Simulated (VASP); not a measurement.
Write the native input for VASP 6.6.1 that does the following.

- Task: single point
- Functional: PBE
- Potentials or basis: VASP PAW PBE potentials, release 64 (Sr_sv, Zr_sv, O)
- Cutoff: 520 eV
- k mesh: 6 × 6 × 4
- Occupations: gaussian, width 0.1 eV
- Spin: no spin polarisation
- Dipole correction: no
- Further INCAR settings: ALGO = Normal; EDIFF = 1e-06; NBANDS = 44

The structure of SrZrO2 lies in POSCAR:

```
SrZrO2
1.0
    4.8921788000      0.0000000000      0.0000000000
   -2.4460894000      4.2367511200      0.0000000000
    0.0000000000      0.0000000000      6.8679514300
Sr Zr O
2 2 4
Direct
    0.3333333300      0.6666666700      0.5000000000
    0.6666666700      0.3333333300      0.5000000000
    0.3333333300      0.6666666700      0.0000000000
    0.6666666700      0.3333333300      0.0000000000
    0.3333333300      0.6666666700      0.2247518200
    0.6666666700      0.3333333300      0.2247518200
    0.6666666700      0.3333333300      0.7752481800
    0.3333333300      0.6666666700      0.7752481800
```

The cell was built from a structure type or drawn by symmetry, and may not be a known phase.

One way to write it, as run:

INCAR

```
SYSTEM = SrZrO2
PREC = Accurate ; ENCUT = 520
EDIFF = 1E-6 ; ISMEAR = 0
SIGMA = 0.1 ; LREAL = .FALSE.
LASPH = .TRUE. ; NELM = 60
ALGO = Normal ; ISIF = 2
LWAVE = .FALSE. ; LCHARG = .TRUE.
GGA = PE ; LELF = .TRUE.
LVHAR = .TRUE. ; NBANDS = 44
```

KPOINTS

```
Automatic mesh
0
G
  6 6 4
  0 0 0
```

Potentials or basis: VASP PAW PBE potentials, release 64 (Sr_sv, Zr_sv, O).

Command:

```sh
$ cat potpaw_PBE.64/Sr_sv/POTCAR potpaw_PBE.64/Zr_sv/POTCAR potpaw_PBE.64/O/POTCAR > POTCAR
$ mpirun -np 1 vasp_std > vasp.out
```

It gave:

The pressure is 92.6 GPa. The largest force is 17.136 eV/Å and the band gap on the k mesh is zero (bands 34 and 35 overlap by 1.14 eV).

Caveat: the cell stands under pressure; forces of over 1 eV/Å act on the atoms, so gaps and moduli don't describe the material at rest.

Run time: 4.5 min on 1 thread of Intel Xeon 8259CL, with other jobs on the host, peak memory 0.32 GiB.
